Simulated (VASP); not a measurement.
The system is Cu.

```
Cu
1.0
    -2.20832    2.20832    1.20468
     2.20832   -2.20832    1.20468
     2.20832    2.20832   -1.20468
Cu
2
Direct
  0.00000 0.00000 0.00000
  0.75000 0.25000 0.50000
```

- Program: VASP 6.6.1
- Task: relaxation of cell and atoms
- Functional: r2SCAN
- Potentials or basis: VASP PAW PBE potentials, release 64 (Cu)
- Cutoff: 600 eV
- k mesh: 8 × 8 × 8
- Occupations: gaussian, width 0.1 eV
- Spin: no spin polarisation

At the start: pressure 11.3 GPa; volume 11.75 Å³/atom.

Task: How do energy, volume and symmetry change on relaxing?

Result: Over 5 steps the energy falls by 43.2 meV/atom and the volume is 12.62 Å³/atom (+7.4 %); space group I4_1/amd (No. 141, to 0.1 Å) before and after.

The path:
| step | energy change (eV) | largest force (eV/Å) | pressure (GPa) | volume (Å³) |
| --- | --- | --- | --- | --- |
| 1 | 0.0000 | 0.0000 | 11.30 | 23.50 |
| 2 | -0.0678 | 0.0000 | -5.04 | 26.41 |
| 3 | -0.0837 | 0.0000 | -0.99 | 25.45 |
| 4 | -0.0837 | 0.0000 | -0.60 | 25.41 |
| 5 | -0.0864 | 0.0000 | 0.22 | 25.24 |

Final structure:
```
Cu
1.0
    -2.29453    2.29453    1.19855
     2.29453   -2.29453    1.19855
     2.29453    2.29453   -1.19855
Cu
2
Cartesian
  0.0000 4.5891 0.0000
  0.0000 2.2945 0.5993
```

Caveat: the k points lie up to 0.37 Å⁻¹ apart in the final cell, too coarse for converged energies and pressures of a metal; the PAW data sets were made with another functional, which shifts forces and pressure a little.
